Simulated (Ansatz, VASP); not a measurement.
**Two plane-wave programs on AlN**

```
Al N
1.0
     3.19396    0.00000    0.00000
    -1.59698    2.76605    0.00000
     0.00000    0.00000    3.99817
Al N
2 2
Direct
  0.33333 0.66667 0.76094
  0.66667 0.33333 0.26094
  0.33333 0.66667 0.22893
  0.66667 0.33333 0.72893
```

Change from the starting cell: mode 4 frozen in at -0.086 Å, equal normal strain along x, y and z -0.0250.

Alike in both runs: task single point; functional LDA; k mesh 9 × 9 × 6; occupations gaussian, width 0.05 eV; no spin polarisation.

|  | VASP | Ansatz |
| --- | --- | --- |
| version | VASP 6.6.1 | Ansatz 0.2.0 |
| potentials or method | VASP PAW LDA potentials, release 64 (Al, N), cutoff 520 eV | scalar-relativistic, plane waves, PAW |
| valence electrons in the cell | 16 | 16 |

|  | VASP | Ansatz | Ansatz less VASP |
| --- | --- | --- | --- |
| gap on the k mesh at the Fermi level (eV) | 4.18 | 4.20 | +0.019 |
| least direct gap on the mesh (eV) | 4.25 | 4.24 | -0.009 |
| pressure (GPa) | 23.1 | 22.1 | -1.02 |
| traceless stress, the component that is largest in VASP (GPa) | 5.60 | 5.63 | +0.026 |
| rms of the force components (eV/Å) | 0.471 | 0.456 | -0.0159 |

Ansatz warns that its potentials were made for another functional, while VASP's fit it. LDA's correlation is that of Perdew and Zunger in VASP and of Perdew and Wang (1992) in Ansatz. Atom by atom the forces differ by 0.016 eV/Å (rms over components).
